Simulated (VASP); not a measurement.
Wanted: the native input for a VASP 6.6.1 run.

| Item | Value |
| --- | --- |
| Task | single point |
| Functional | revPBE |
| Potentials or basis | VASP PAW PBE potentials, release 64 (Mg) |
| Cutoff | 520 eV |
| k mesh | 9 × 9 × 8 |
| Occupations | tetrahedron |
| Spin | no spin polarisation |
| Dipole correction | no |
| Further INCAR settings | ALGO = Normal; EDIFF = 1e-07; NBANDS = 7 |

The structure of Mg lies in POSCAR:

```
Mg
1.0
    3.0502998005      0.0000000000      0.0000000000
   -1.5251499003      2.6416371164      0.0000000000
    0.0000000000      0.0000000000      3.0448375700
Mg
1
Direct
    0.0000000000      0.0000000000      0.0000000000
```

One way to write it, as run:

INCAR

```
  ALGO = Normal
  EDIFF = 1E-7
  ENCUT = 520
  GGA = RE
  ISIF = 2
  ISMEAR = -4
  LASPH = T
  LCHARG = F
  LREAL = F
  LWAVE = F
  NBANDS = 7
  NELM = 100
  PREC = Accurate
  SIGMA = 0.1
```

KPOINTS

```
k-points
0
Gamma
  9 9 8
```

Potentials or basis: VASP PAW PBE potentials, release 64 (Mg).

The run is started by

```bash
$ cat potpaw_PBE.64/Mg/POTCAR > POTCAR
$ mpirun -np 1 vasp_std > vasp.out
```

Results of the run:

```yaml
Pressure: 2.5 GPa
Band_gap_on_the_k_mesh: zero (band 1 reaches 5.43 eV, above the bottom of band 2 at -0.03 eV)
```

Caveat: the PAW data sets were made with another functional, which shifts forces and pressure a little.

Run time: 18 s on 1 thread of AMD EPYC 7R13, with other jobs on the host, peak memory 0.11 GiB.
